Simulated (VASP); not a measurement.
Crystal: Sb.

```
CELL_PARAMETERS angstrom
3.16000 0.00000 0.00000
0.00000 3.16000 0.00000
0.00000 0.00000 3.16000
ATOMIC_POSITIONS crystal
Sb 0.00000 0.00000 0.00000
```

This isn't the form of Sb at room conditions, which is rhombohedral.

| Quantity | Value |
| --- | --- |
| Program | VASP 6.6.1 |
| Task | relaxation of cell and atoms |
| Functional | PBEsol-based global hybrid with 25 % exact exchange |
| Potentials or basis | VASP PAW PBE potentials, release 64 (Sb_d_GW) |
| Cutoff | 500 eV |
| k mesh | 4 × 4 × 4 |
| Occupations | fermi-dirac, width 0.05 eV |
| Spin | no spin polarisation |

At the start: pressure -7.3 GPa; volume 31.55 Å³/atom.

Problem. How do energy, volume and symmetry change on relaxing?

Solution. Over 8 steps the energy falls by 107.5 meV/atom and the volume is 27.48 Å³/atom (-12.9 %); space group Pm-3m (No. 221, to 0.1 Å) before and after.

The path:
| step | energy change (eV) | largest force (eV/Å) | pressure (GPa) | volume (Å³) |
| --- | --- | --- | --- | --- |
| 1 | 0.0000 | 0.0000 | -7.34 | 31.55 |
| 2 | -0.0656 | 0.0000 | 7.25 | 25.40 |
| 3 | -0.1075 | 0.0000 | -0.07 | 27.49 |
| 4 | -0.1075 | 0.0000 | 0.26 | 27.41 |
| 5 | -0.1074 | 0.0000 | -0.29 | 27.57 |
| 6 | -0.1075 | 0.0000 | 0.08 | 27.47 |
| 7 | -0.1075 | 0.0000 | -0.10 | 27.49 |
| 8 | -0.1075 | 0.0000 | 0.04 | 27.48 |

Final structure:
```
CELL_PARAMETERS angstrom
3.01761 0.00000 0.00000
0.00000 3.01761 0.00000
0.00000 0.00000 3.01761
ATOMIC_POSITIONS crystal
Sb 0.00000 0.00000 0.00000
```

Caveat: the k points lie up to 0.52 Å⁻¹ apart in the final cell, too coarse for converged energies and pressures of a metal; the PAW data sets were made with another functional, which shifts forces and pressure a little; an odd number of electrons without spin polarisation forces a metal; a magnetic or distorted state may lie lower.
